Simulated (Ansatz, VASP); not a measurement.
**CuO: VASP beside Ansatz**

The input INCAR:

```
SYSTEM = CuO
ALGO     = Normal         ! electronic algorithm
EDIFF    = 1E-6           ! SCF threshold, eV
ENCUT    = 520            ! plane-wave cutoff, eV
GGA      = PE             ! functional
ISIF     = 2              ! what is computed and relaxed
ISMEAR   = -1             ! smearing method
LASPH    = .True.         ! aspherical terms in the spheres
LCHARG   = .False.        ! write CHGCAR
LREAL    = .False.        ! projectors in reciprocal space
LWAVE    = .False.        ! write WAVECAR
NBANDS   = 25             ! bands
NELM     = 100            ! most SCF steps
PREC     = Accurate       ! precision mode
SIGMA    = 0.05           ! smearing width, eV
```

File KPOINTS:

```
k-points
0
Gamma
  8 8 5
  0 0 0
```

POSCAR

```
CuO
1.0
    1.9113292800     -2.0674080000      0.0000000000
    1.9113292800      2.0674080000      0.0000000000
    0.0000000000      0.0000000000      5.1559280000
Cu O
2 2
Direct
    0.5000000000      0.0000000000      0.0000000000
    0.0000000000      0.5000000000      0.5000000000
    0.5000000000      0.5000000000      0.2500000000
    0.5000000000      0.5000000000      0.7500000000
```

The input input.yaml:

```yaml
crystal:
  lattice:
    - [1.91132928, -2.067408, 0.0]
    - [1.91132928, 2.067408, 0.0]
    - [0.0, 0.0, 5.155928]
  atoms:
    - { symbol: Cu, position: [0.5, 0.0, 0.0] }
    - { symbol: Cu, position: [0.0, 0.5, 0.5] }
    - { symbol: O, position: [0.5, 0.5, 0.25] }
    - { symbol: O, position: [0.5, 0.5, 0.75] }
hamiltonian:
  xc: pbe
  pseudopotentials: { kind: paw }
kpoints:
  mp_grid: { grid: [8, 8, 5] }
  band_path:
    path:
      - [[0.0, 0.0, 0.0], [0.463677429, 0.463677429, 0.0], [0.0, 0.5, 0.0], [0.0, 0.5, 0.5], [0.463677429, 0.463677429, 0.5], [0.0, 0.0, 0.5], [0.0, 0.0, 0.0], [-0.5, 0.5, 0.0], [-0.463677429, 0.536322571, 0.0], [-0.463677429, 0.536322571, 0.5], [-0.5, 0.5, 0.5], [-0.5, 0.5, 0.0]]
      - [[0.0, 0.0, 0.5], [-0.5, 0.5, 0.5]]
    npoints: 14
scf:
  occupations: { method: fermi_dirac, width: 0.05 }
  n_extra_bands: 10
output:
  forces: true
  stress: true
  eigenvalues: true
  fatbands: true
  write_density: true
  write_potential: true
  elf: true
  volumetric_format: npy
```

Alike in both runs: functional PBE; k mesh 8 × 8 × 5; occupations fermi-dirac, width 0.05 eV; no spin polarisation.

|  | VASP | Ansatz |
| --- | --- | --- |
| version | VASP 6.6.1 | Ansatz 0.2.0 |
| potentials or method | VASP PAW PBE potentials, release 64 (Cu, O) | Ansatz PAW |
| plane-wave cutoff (eV) | 520 | 420 |
| valence electrons in the cell | 34 | 50 |
| task | single point | band structure |

Ansatz gave:

```
gap on the k mesh at the Fermi level (eV)                     : none
pressure (GPa)                                                : 14.8
traceless stress, the component that is largest in VASP (GPa) : 0.50
```

Problem. Estimate VASP's values.

Solution. gap on the k mesh at the Fermi level (eV): none; pressure (GPa): 15.7; traceless stress, the component that is largest in VASP (GPa): 0.40.

A gap of «none» marks a metal or a gap that the smearing closes. VASP's potentials hold 34 valence electrons a cell and Ansatz's 50, so a difference there can come from the potentials and not from the codes.
